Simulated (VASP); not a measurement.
# Li2Se (Fm-3m) in VASP: notebook

Runs on Li2Se. Level: PBE. Tasks: single point, relaxation of cell and atoms.

Everything below comes from runs of VASP 6.6.1. Logs are shortened: lines on timing, memory, paths and dates and some standing lists are left out, and cuts for length are marked.

## (1) The cell of the first run

Symmetry: Fm-3m, No. 225, cubic system. Conventional cell: a = 5.032 Å, b = 5.032 Å, c = 5.032 Å, α = 90.00°, β = 90.00°, γ = 90.00°. Li (site symmetry -43m) has 4 Se at 2.18 Å and 6 Li at 2.52 Å within 2.9 Å. Se (site symmetry m-3m) has 8 Li at 2.18 Å within 2.9 Å.

## (2) Single point, PBE

File INCAR:

```
SYSTEM = Li2Se
  PREC = Accurate
  ENCUT = 750
  EDIFF = 1E-6
  ISMEAR = 0
  SIGMA = 0.01
  LREAL = .False.
  LASPH = .True.
  NELM = 120
  ALGO = Normal
  ISIF = 2
  LWAVE = .False.
  LCHARG = .False.
  GGA = PE
  NBANDS = 13
  GGA_COMPAT = .False.
```

File KPOINTS:

```
Automatic mesh
0
Gamma
  8 8 8
  0 0 0
```

File POSCAR:

```
Li2Se
1.0
    0.0000000000      2.5158193255      2.5158193255
    2.5158193255      0.0000000000      2.5158193255
    2.5158193255      2.5158193255      0.0000000000
Li Se
2 1
Direct
    0.2500000000      0.2500000000      0.2500000000
    0.7500000000      0.7500000000      0.7500000000
    0.0000000000      0.0000000000      0.0000000000
```

Potentials or basis: VASP PAW PBE potentials, release 64 (Li_sv, Se).

Command:

```sh
$ cat potpaw_PBE.64/Li_sv/POTCAR potpaw_PBE.64/Se/POTCAR > POTCAR
$ mpirun -np 1 vasp_std > vasp.out
```

OUTCAR:

```text
SYSTEM = Li2Se
   PREC = Accurate
   ENCUT = 750
   EDIFF = 1E-6
   ISMEAR = 0
   LREAL = .False.
   LASPH = .True.
   NELM = 120
   ISIF = 2
   GGA = PE

 ion  position               nearest neighbor table
   1  0.250  0.250  0.250-   3 2.18   3 2.18   3 2.18   3 2.18   2 2.52   2 2.52   2 2.52   2 2.52
                             2 2.52   2 2.52
   2  0.750  0.750  0.750-   3 2.18   3 2.18   3 2.18   3 2.18   1 2.52   1 2.52   1 2.52   1 2.52
                             1 2.52   1 2.52
   3  0.000  0.000  0.000-   2 2.18   2 2.18   2 2.18   1 2.18   2 2.18   1 2.18   1 2.18   1 2.18

  LATTYP: Found a face centered cubic cell.
 ALAT       =     5.0316386510

  Lattice vectors:

 A1 = (   0.0000000000,   2.5158193255,   2.5158193255)
 A2 = (   2.5158193255,   0.0000000000,   2.5158193255)
 A3 = (   2.5158193255,   2.5158193255,   0.0000000000)

Analysis of symmetry for initial positions (statically):
=====================================================================
 Subroutine PRICEL returns:
 Original cell was already a primitive cell.

 Routine SETGRP: Setting up the symmetry group for a
 face centered cubic supercell.

 Subroutine GETGRP returns: Found 48 space group operations
 (whereof 48 operations were pure point group operations)
 out of a pool of 48 trial point group operations.

The static configuration has the point symmetry O_h .

Analysis of symmetry for dynamics (positions and initial velocities):
=====================================================================
 Subroutine PRICEL returns:
 Original cell was already a primitive cell.

 Routine SETGRP: Setting up the symmetry group for a
 face centered cubic supercell.

 Subroutine GETGRP returns: Found 48 space group operations
 (whereof 48 operations were pure point group operations)
 out of a pool of 48 trial point group operations.

The dynamic configuration has the point symmetry O_h .

 Subroutine INISYM returns: Found 48 space group operations
 (whereof 48 operations are pure point group operations),
 and found     1 'primitive' translations

----------------------------------------------------------------------------------------

                                     Primitive cell

  volume of cell :      31.8470

  direct lattice vectors                    reciprocal lattice vectors
     0.000000000  2.515819325  2.515819325    -0.198742412  0.198742412  0.198742412
     2.515819325  0.000000000  2.515819325     0.198742412 -0.198742412  0.198742412
     2.515819325  2.515819325  0.000000000     0.198742412  0.198742412 -0.198742412

  length of vectors
     3.557905811  3.557905811  3.557905811     0.344231955  0.344231955  0.344231955

  position of ions in fractional coordinates (direct lattice)
     0.250000000  0.250000000  0.250000000
     0.750000000  0.750000000  0.750000000
     0.000000000  0.000000000  0.000000000

  ion indices of the primitive-cell ions
   primitive index   ion index
                 1           1
                 2           2
                 3           3

----------------------------------------------------------------------------------------

 KPOINTS: Automatic mesh

Automatic generation of k-mesh.
 Grid dimensions read from file:
 generate k-points for:    8    8    8

 Generating k-lattice:

  Cartesian coordinates                     Fractional coordinates (reciprocal lattice)
    -0.024842801  0.024842801  0.024842801     0.125000000  0.000000000  0.000000000
     0.024842801 -0.024842801  0.024842801     0.000000000  0.125000000  0.000000000
     0.024842801  0.024842801 -0.024842801     0.000000000  0.000000000  0.125000000

  Length of vectors
     0.043028994  0.043028994  0.043028994

  Shift w.r.t. Gamma in fractional coordinates (k-lattice)
     0.000000000  0.000000000  0.000000000

 Subroutine IBZKPT returns following result:
 ===========================================

 Found     29 irreducible k-points:

 Following reciprocal coordinates:
            Coordinates               Weight
  0.000000  0.000000  0.000000      1.000000
  0.125000  0.000000  0.000000      8.000000
  0.250000  0.000000  0.000000      8.000000
  0.375000  0.000000  0.000000      8.000000
  0.500000  0.000000  0.000000      4.000000
  0.125000  0.125000  0.000000      6.000000
[... 16 lines left out ...]
  0.500000  0.250000  0.125000     48.000000
 -0.375000  0.250000  0.125000     24.000000
 [... further k-points ...]
   k-points           NKPTS =     29   k-points in BZ     NKDIM =     29   number of bands    NBANDS=     13
   number of dos      NEDOS =    301   number of ions     NIONS =      3
   total plane-waves  NPLWV =  32768
   dimension x,y,z NGX =    32 NGY =   32 NGZ =   32
   dimension x,y,z NGXF=    64 NGYF=   64 NGZF=   64
   ions per type =               2   1
   NGX,Y,Z   is equivalent  to a cutoff of  14.95, 14.95, 14.95 a.u.
   NGXF,Y,Z  is equivalent  to a cutoff of  29.90, 29.90, 29.90 a.u.
 SYSTEM =  Li2Se
   PREC   = accura    normal or accurate (medium, high low for compatibility)
   ISTART =      0    job   : 0-new  1-cont  2-samecut
   ICHARG =      2    charge: 1-file 2-atom 10-const
   ISPIN  =      1    spin polarized calculation?
   LNONCOLLINEAR =      F non collinear calculations
   LSORBIT =      F    spin-orbit coupling
   LASPH  =      T    aspherical Exc in radial PAW
   ENCUT  =  750.0 eV  55.12 Ry    7.42 a.u.   7.94  7.94  7.94*2*pi/ulx,y,z
   NELM   =    120;   NELMIN=  2; NELMDL= -5     # of ELM steps
   EDIFF  = 0.1E-05   stopping-criterion for ELM
   LREAL  =      F    real-space projection
   EDIFFG = 0.1E-04   stopping-criterion for IOM
   NSW    =      0    number of steps for IOM
   IBRION =     -1    ionic relax: 0-MD 1-quasi-New 2-CG
   NFREE  =      0    steps in history (QN), initial steepest desc. (CG)
   ISIF   =      2    stress and relaxation
   ISYM   =      2    0-nonsym 1-usesym 2-fastsym
   POTIM  = 0.5000    time-step for ionic-motion
   TEBEG  =    0.0;   TEEND  =   0.0 temperature during run
   PSTRESS=    0.0 pullay stress
   NELECT =      12.0000    total number of electrons
   NUPDOWN=      -1.0000    fix difference up-down
   EMIN   =  10.00;   EMAX   =-10.00  energy-range for DOS
   EFERMI =   0.00;   METHOD = LEGACY
   ISMEAR =     0;   SIGMA  =   0.01  broadening in eV -4-tet -1-fermi 0-gaus
   EFERMI_NEDOS =   21; number of points for ismear=-14 and -15
   IALGO  =     38    algorithm
   IMIX   =      4    mixing-type and parameters
     AMIX     =   0.40;   BMIX     =  1.00
     AMIX_MAG =   1.60;   BMIX_MAG =  1.00
  volume/ion in A,a.u.               =      10.62        71.64
  Fermi-wavevector in a.u.,A,eV,Ry     =   1.182440  2.234488 19.023183  1.398164
  Thomas-Fermi vector in A             =   2.318694
   LORBIT       =      0    0 simple, 1 ext, 2 COOP (PROOUT), +10 PAW based schemes
   GGA     = PE    functional components
   LHFCALC =     F    Hartree Fock is set to
   AEXX    =    0.0000 exact exchange contribution
   IVDW    =     0    specifies the selected vdW correction
   LEPSILON=     F    determine dielectric tensor
   LRPA    =     F    only Hartree local field effects (RPA)
 non-spin polarized calculation
 Gauss-broadening in eV      SIGMA  =   0.01
  energy-cutoff  :      750.00
  volume of cell :       31.85
 maximum number of plane-waves:      1524
   NGX = 15   NGY = 15   NGZ = 15

 number of electron      11.9999998 magnetization

 Free energy of the ion-electron system (eV)
  ---------------------------------------------------
  ext. energy  EPLUGINS =         0.00000000
  ---------------------------------------------------
  free energy    TOTEN  =        -8.84913746 eV

  energy without entropy =       -8.84913746  energy(sigma->0) =       -8.84913746

 E-fermi :   5.3953     XC(G=0): -10.4046

 val. band max:        5.1845902213   @ k =   0.0000   0.0000   0.0000
 cond. band min:       7.2216658141   @ k =   0.5000   0.5000   0.0000
 fundamental gap:      2.0370755927
 Fermi energy:         5.3952764424

 k-point     1 :       0.0000    0.0000    0.0000
  band No.  band energies     occupation
      1     -39.4972      2.00000
      2     -39.3147      2.00000
      3      -8.2085      2.00000
      4       5.1846      2.00000
      5       5.1846      2.00000
      6       5.1846      2.00000
      7      10.6388      0.00000
      8      10.6388      0.00000
      9      10.6388      0.00000
     10      11.4168      0.00000
     11      17.3428      0.00000
     12      17.3428      0.00000
     13      17.9697      0.00000

 k-point     2 :       0.1250    0.0000    0.0000
  band No.  band energies     occupation
      1     -39.4891      2.00000
      2     -39.3205      2.00000
      3      -8.1046      2.00000
      4       3.9788      2.00000
      5       4.9568      2.00000
      6       4.9568      2.00000
      7      11.0569      0.00000
      8      11.0569      0.00000
      9      11.1956      0.00000
     10      12.3457      0.00000
     11      15.6807      0.00000
     12      15.6807      0.00000
     13      18.4610      0.00000

 k-point     3 :       0.2500    0.0000    0.0000
  band No.  band energies     occupation
      1     -39.4668      2.00000
      2     -39.3377      2.00000
      3      -7.8241      2.00000
      4       1.9986      2.00000
      5       4.5169      2.00000
      6       4.5169      2.00000
      7      11.4924      0.00000
      8      11.4924      0.00000
      9      11.8318      0.00000
     10      14.1351      0.00000
     11      15.3750      0.00000
     12      15.3750      0.00000
     13      20.0654      0.00000
[... 305 lines left out ...]
 k-point    23 :       0.5000    0.2500    0.1250
  band No.  band energies     occupation
      1     -39.4262      2.00000
      2     -39.3699      2.00000
      3      -7.3240      2.00000
      4       0.7785      2.00000
      5       2.6899      2.00000
      6       3.5131      2.00000
      7      10.8245      0.00000
      8      12.4210      0.00000
      9      13.5727      0.00000
     10      15.2294      0.00000
     11      17.1440      0.00000
     12      19.7078      0.00000
     13      21.5167      0.00000

 k-point    24 :      -0.3750    0.2500    0.1250
  band No.  band energies     occupation
      1     -39.3973      2.00000
      2     -39.3971      2.00000
      3      -7.1896      2.00000
      4       0.3255      2.00000
      5       2.7326      2.00000
      6       3.1651      2.00000
      7      10.9066      0.00000
      8      12.1839      0.00000
      9      15.0118      0.00000
     10      15.6173      0.00000
     11      17.0112      0.00000
     12      19.0305      0.00000
     13      21.4244      0.00000

 [... further k-points ...]

------------------------ aborting loop because EDIFF is reached ----------------------------------------

  FORCE on cell =-STRESS in cart. coord.  units (eV):
  Direction    XX          YY          ZZ          XY          YZ          ZX
  --------------------------------------------------------------------------------------
  -------------------------------------------------------------------------------------
  Total       10.0528278     10.0528278     10.0528278     -0.0000000     -0.0000000     -0.0000000
  in kB      505.7437010    505.7437010    505.7437010     -0.0000000     -0.0000000     -0.0000000
  external PRESSURE =     505.7437010 kB  Pullay stress =       0.0000000 kB

 VOLUME and BASIS-vectors are now :
 -----------------------------------------------------------------------------
  energy-cutoff  :      750.00
  volume of cell :       31.85
      direct lattice vectors                 reciprocal lattice vectors
     0.000000000  2.515819325  2.515819325    -0.198742412  0.198742412  0.198742412
     2.515819325  0.000000000  2.515819325     0.198742412 -0.198742412  0.198742412
     2.515819325  2.515819325  0.000000000     0.198742412  0.198742412 -0.198742412

 POSITION                                       TOTAL-FORCE (eV/Angst)
 -----------------------------------------------------------------------------------
      1.25791      1.25791      1.25791         0.000000      0.000000     -0.000000
      3.77373      3.77373      3.77373        -0.000000     -0.000000      0.000000
      0.00000      0.00000      0.00000        -0.000000     -0.000000      0.000000
 -----------------------------------------------------------------------------------
    total drift:                               -0.000000     -0.000000      0.000000

  FREE ENERGIE OF THE ION-ELECTRON SYSTEM (eV)
  ---------------------------------------------------
  free  energy   TOTEN  =        -8.8491374609 eV

  energy  without entropy=       -8.8491374609  energy(sigma->0) =       -8.84913746
```

It took 6.9 s on 1 thread of Intel Xeon 6975P-C (Granite Rapids), shared host; peak memory 0.18 GiB.

What came out:

```yaml
Free_energy: -8.8491 eV
Pressure: 50.6 GPa
Band_gap_on_the_k_mesh: 2.04 eV, indirect (least direct gap 5.05 eV)
```

A k mesh can miss the band edges. As with any semilocal functional, this PBE gap is likely too small.

[end of part 1 of 2]
